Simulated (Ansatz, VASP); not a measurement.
**Two plane-wave programs on O**

The input POSCAR:

```
O
1.0
    1.6749479049      0.9670316238      3.7319995215
   -1.6749479049      0.9670316238      3.7319995215
    0.0000000000     -1.9340632475      3.7319995215
O
2
Direct
    0.0546147200      0.0546147200      0.0546147200
    0.9453852800      0.9453852800      0.9453852800
```

The input INCAR.step1:

```
SYSTEM = O
PREC = Accurate
ENCUT = 520
EDIFF = 1E-5
ISMEAR = -1
SIGMA = 0.05
LREAL = .False.
LASPH = .True.
NELM = 60
ALGO = Normal
ISIF = 2
LWAVE = .True.
LCHARG = .False.
GGA = PE
NBANDS = 13
```

File INCAR.step2:

```
SYSTEM = O
PREC = Accurate
ENCUT = 520
EDIFF = 1E-7
ISMEAR = -1
SIGMA = 0.05
LREAL = .False.
LASPH = .True.
NELM = 60
ALGO = Normal
ISIF = 2
LWAVE = .False.
LCHARG = .False.
GGA = PE
LHFCALC = .True.
AEXX = 0.25
HFSCREEN = 0.6
PRECFOCK = Normal
ISTART = 1
NBANDS = 13
```

The input KPOINTS:

```
Automatic mesh
0
Gamma
  5 5 5
  0 0 0
```

The input input.yaml:

```yaml
crystal:
  lattice:
    - [1.6749479049, 0.9670316238, 3.7319995215]
    - [-1.6749479049, 0.9670316238, 3.7319995215]
    - [0.0, -1.9340632475, 3.7319995215]
  atoms:
    - { symbol: O, position: [0.05461472, 0.05461472, 0.05461472] }
    - { symbol: O, position: [0.94538528, 0.94538528, 0.94538528] }
hamiltonian:
  xc: { exchange: pbe, correlation: pbe, exx: { coeff: 0.25, omega: 0.6 } }
  pseudopotentials: { kind: paw }
kpoints:
  mp_grid: { grid: [5, 5, 5] }
scf:
  occupations: { method: fermi_dirac, width: 0.05 }
output:
  forces: true
  stress: true
  eigenvalues: true
```

Alike in both runs: task single point; functional PBE-based screened hybrid with a share of 0.25 of exact exchange and HFSCREEN = 0.6; k mesh 5 × 5 × 5; occupations fermi-dirac, width 0.05 eV; no spin polarisation.

|  | VASP | Ansatz |
| --- | --- | --- |
| version | VASP 6.6.1 | Ansatz 0.2.0 |
| potentials or method | VASP PAW PBE potentials, release 64 (O) | Ansatz PAW |
| plane-wave cutoff (eV) | 520 | 420 |
| valence electrons in the cell | 12 | 12 |

Ansatz gave:

- gap on the k mesh at the Fermi level (eV): none
- pressure (GPa): -6.4
- traceless stress, the component that is largest in VASP (GPa): -5.10
- rms of the force components (eV/Å): 1.163

Problem. Which values does VASP return?

Solution. gap on the k mesh at the Fermi level (eV): none; pressure (GPa): -4.2; traceless stress, the component that is largest in VASP (GPa): -0.40; rms of the force components (eV/Å): 0.398.

VASP's potentials were made for PBE, not for PBE-based screened hybrid. Atom by atom the forces differ by 0.765 eV/Å (rms over components). A gap of «none» marks a metal or a gap that the smearing closes.

The k mesh is coarse, so the values compare programs but aren't converged. Noted on VASP's run: the standard files for N, O and F lose accuracy on very short bonds; spin is off for a triplet molecule. Noted on Ansatz's run: spin is off for a triplet molecule.
